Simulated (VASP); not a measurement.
# ScGa3Te (Pm-3m) in VASP: further runs, part 2 of 2

VASP 6.6.1.

### Step 3. Relaxation of cell and atoms, PBE

This run uses another cell than the first one, of 29.28 Å³/atom.

INCAR

```
  ALGO = Fast
  EDIFF = 1E-6
  EDIFFG = -0.01
  ENCUT = 600
  GGA = PE
  IBRION = 2
  ISIF = 3
  ISMEAR = 0
  LASPH = T
  LCHARG = F
  LREAL = F
  LWAVE = F
  NELM = 60
  NSW = 100
  PREC = Accurate
  SIGMA = 0.1
```

KPOINTS

```
k-points
0
Gamma
  8 8 8
```

POSCAR

```
ScGa3Te
1.0
    5.2703654281      0.0000000000      0.0000000000
    0.0000000000      5.2703654281      0.0000000000
    0.0000000000      0.0000000000      5.2703654281
Sc Ga Te
1 3 1
Direct
    0.0000000000      0.0000000000      0.0000000000
    0.5000000000      0.5000000000      0.0000000000
    0.5000000000      0.0000000000      0.5000000000
    0.0000000000      0.5000000000      0.5000000000
    0.5000000000      0.5000000000      0.5000000000
```

Potentials or basis: VASP PAW PBE potentials, release 64 (Sc_sv, Ga_d, Te).

Launch:

```console
> cat potpaw_PBE.64/Sc_sv/POTCAR potpaw_PBE.64/Ga_d/POTCAR potpaw_PBE.64/Te/POTCAR > POTCAR
> mpirun -np 1 vasp_std > vasp.out
```

OUTCAR:

```text
EDIFF = 1E-6
   EDIFFG = -0.01
   ENCUT = 600
   GGA = PE
   IBRION = 2
   ISIF = 3
   ISMEAR = 0
   LASPH = T
   LREAL = F
   NELM = 60
   NSW = 100
   PREC = Accurate

 ion  position               nearest neighbor table
   1  0.000  0.000  0.000-
   2  0.500  0.500  0.000-   5 2.64   5 2.64
   3  0.500  0.000  0.500-   5 2.64   5 2.64
   4  0.000  0.500  0.500-   5 2.64   5 2.64
   5  0.500  0.500  0.500-   2 2.64   3 2.64   4 2.64   2 2.64   3 2.64   4 2.64

  LATTYP: Found a simple cubic cell.
 ALAT       =     5.2703654281

  Lattice vectors:

 A1 = (   5.2703654281,   0.0000000000,   0.0000000000)
 A2 = (   0.0000000000,   5.2703654281,   0.0000000000)
 A3 = (   0.0000000000,   0.0000000000,   5.2703654281)

Analysis of symmetry for initial positions (statically):
=====================================================================
 Subroutine PRICEL returns:
 Original cell was already a primitive cell.

 Routine SETGRP: Setting up the symmetry group for a
 simple cubic supercell.

 Subroutine GETGRP returns: Found 48 space group operations
 (whereof 48 operations were pure point group operations)
 out of a pool of 48 trial point group operations.

The static configuration has the point symmetry O_h .

Analysis of symmetry for dynamics (positions and initial velocities):
=====================================================================
 Subroutine PRICEL returns:
 Original cell was already a primitive cell.

 Routine SETGRP: Setting up the symmetry group for a
 simple cubic supercell.

 Subroutine GETGRP returns: Found 48 space group operations
 (whereof 48 operations were pure point group operations)
 out of a pool of 48 trial point group operations.

The dynamic configuration has the point symmetry O_h .

 Subroutine INISYM returns: Found 48 space group operations
[... 127 lines left out ...]
   LORBIT       =      0    0 simple, 1 ext, 2 COOP (PROOUT), +10 PAW based schemes
   GGA     = PE    functional components
   LHFCALC =     F    Hartree Fock is set to
   AEXX    =    0.0000 exact exchange contribution
   IVDW    =     0    specifies the selected vdW correction
   LEPSILON=     F    determine dielectric tensor
   LRPA    =     F    only Hartree local field effects (RPA)
 conjugate gradient relaxation of ions
 non-spin polarized calculation
 RMM-DIIS sequential band-by-band and
 Gauss-broadening in eV      SIGMA  =   0.10
  energy-cutoff  :      600.00
  volume of cell :      146.39
 maximum number of plane-waves:      4945
   NGX = 21   NGY = 21   NGZ = 21

--------------------------------------- Ionic step        1  -------------------------------------------

 number of electron      56.0000042 magnetization

 Free energy of the ion-electron system (eV)
  ---------------------------------------------------
  ext. energy  EPLUGINS =         0.00000000
  ---------------------------------------------------
  free energy    TOTEN  =       -14.62609517 eV

  energy without entropy =      -14.58294750  energy(sigma->0) =      -14.60452134

------------------------ aborting loop because EDIFF is reached ----------------------------------------

  FORCE on cell =-STRESS in cart. coord.  units (eV):
  Direction    XX          YY          ZZ          XY          YZ          ZX
  --------------------------------------------------------------------------------------
  -------------------------------------------------------------------------------------
  Total        1.1562170      1.1562170      1.1562170     -0.0000000      0.0000000      0.0000000
  in kB       12.6539980     12.6539980     12.6539980     -0.0000000      0.0000000      0.0000000
  external PRESSURE =      12.6539980 kB  Pullay stress =       0.0000000 kB
[... 65 lines left out ...]
--------------------------------------- Ionic step        3  -------------------------------------------

 number of electron      56.0000043 magnetization

 Free energy of the ion-electron system (eV)
  ---------------------------------------------------
  ext. energy  EPLUGINS =         0.00000000
  ---------------------------------------------------
  free energy    TOTEN  =       -14.65298140 eV

  energy without entropy =      -14.61437236  energy(sigma->0) =      -14.63367688

 E-fermi :   3.3435     XC(G=0):  -8.8863

 val. band max:        3.3417986283   @ k =   0.5000   0.3750   0.2500
 cond. band min:       3.3626858708   @ k =   0.2500   0.0000   0.0000
 fundamental gap:      0.0208872425
 Fermi energy:         3.3435114415

 k-point     1 :       0.0000    0.0000    0.0000
  band No.  band energies     occupation
      1     -47.8860      2.00000
      2     -26.4591      2.00000
      3     -26.4591      2.00000
      4     -26.4591      2.00000
      5     -11.8626      2.00000
      6     -11.4991      2.00000
[... 853 lines left out ...]
     32       4.2864      0.00000
     33       4.7472      0.00000

 [... further k-points ...]

------------------------ aborting loop because EDIFF is reached ----------------------------------------

  FORCE on cell =-STRESS in cart. coord.  units (eV):
  Direction    XX          YY          ZZ          XY          YZ          ZX
  --------------------------------------------------------------------------------------
  -------------------------------------------------------------------------------------
  Total        0.0188849      0.0188849      0.0188849      0.0000000      0.0000000     -0.0000000
  in kB        0.1970620      0.1970620      0.1970620      0.0000000      0.0000000     -0.0000000
  external PRESSURE =       0.1970620 kB  Pullay stress =       0.0000000 kB
[... 20 lines left out ...]
  FREE ENERGIE OF THE ION-ELECTRON SYSTEM (eV)
  ---------------------------------------------------
  free  energy   TOTEN  =       -14.6529813991 eV

  energy  without entropy=      -14.6143723569  energy(sigma->0) =      -14.63367688

 reached required accuracy - stopping structural energy minimisation
```

OSZICAR:

```text
N       E                     dE             d eps       ncg     rms          rms(c)
DAV:   1     0.527560678662E+03    0.52756E+03   -0.28288E+04  2310   0.255E+03
DAV:   2     0.531533398743E+02   -0.47441E+03   -0.47079E+03  2310   0.650E+02
DAV:   3    -0.140710515413E+02   -0.67224E+02   -0.66392E+02  2938   0.193E+02
[... 92 lines left out ...]
RMM:  12    -0.146529765482E+02   -0.11000E-05   -0.47785E-05  1662   0.212E-02    0.223E-02
RMM:  13    -0.146529866335E+02   -0.10085E-04   -0.69163E-05  1591   0.151E-02    0.303E-02
RMM:  14    -0.146529758286E+02    0.10805E-04   -0.36612E-05  2082   0.269E-02    0.145E-03
RMM:  15    -0.146529793055E+02   -0.34768E-05   -0.28958E-05  1700   0.140E-02    0.553E-03
RMM:  16    -0.146529809845E+02   -0.16790E-05   -0.84875E-06  1570   0.808E-03    0.986E-03
RMM:  17    -0.146529813991E+02   -0.41461E-06   -0.42327E-06  1440   0.590E-03
   3 F= -.14652981E+02 E0= -.14633677E+02  d E =-.268862E-01
```

CONTCAR:

```text
ScGa3Te
   1.00000000000000
     5.3547681712471977    0.0000000000000000    0.0000000000000000
    -0.0000000000000000    5.3547681712471977    0.0000000000000000
    -0.0000000000000000    0.0000000000000000    5.3547681712471977
  Sc              Ga              Te
     1     3     1
Direct
     0.0000000000000000    0.0000000000000000    0.0000000000000000
     0.5000000000000000    0.5000000000000000    0.0000000000000000
     0.5000000000000000    0.0000000000000000    0.5000000000000000
     0.0000000000000000    0.5000000000000000    0.5000000000000000
     0.5000000000000000    0.5000000000000000    0.5000000000000000

  0.00000000E+00  0.00000000E+00  0.00000000E+00
  0.00000000E+00  0.00000000E+00  0.00000000E+00
  0.00000000E+00  0.00000000E+00  0.00000000E+00
  0.00000000E+00  0.00000000E+00  0.00000000E+00
  0.00000000E+00  0.00000000E+00  0.00000000E+00
```

It took 18 min on 1 thread of Intel Xeon Platinum 8559C (Emerald Rapids), shared host; peak memory 0.43 GiB.

What came out:

```yaml
Free_energy: -14.6530 eV
Relaxed_volume: 30.71 Å³/atom
Relaxed_cell: a = 5.355 Å, b = 5.355 Å, c = 5.355 Å, α = 90.00°, β = 90.00°, γ = 90.00°
Space_group_after_relaxing_to_0.1_Å: Pm-3m (No. 221)
Energy_gained_by_relaxing: 5.4 meV/atom
Ionic_steps: 3
Pressure_after_relaxing: 0.0 GPa
Band_gap_on_the_k_mesh: zero (bands 28 and 29 overlap by 1.40 eV)
```

The path:
```tsv
step	energy change (eV)	largest force (eV/Å)	pressure (GPa)	volume (Å³)
1	0.0000	0.0000	1.27	146.39
2	-0.0246	0.0000	0.35	151.35
3	-0.0269	0.0000	0.02	153.54
```

Final structure:
```
Sc Ga Te
1.0
     5.35477    0.00000    0.00000
     0.00000    5.35477    0.00000
     0.00000    0.00000    5.35477
Sc Ga Te
1 3 1
Direct
  0.00000 0.00000 0.00000
  0.50000 0.50000 0.00000
  0.50000 0.00000 0.50000
  0.00000 0.50000 0.50000
  0.50000 0.50000 0.50000
```

Caveat: spin-orbit coupling is left out, which moves the levels of the heavy elements.

The gap in the log of VASP goes by the Fermi energy; the results here count the filled bands.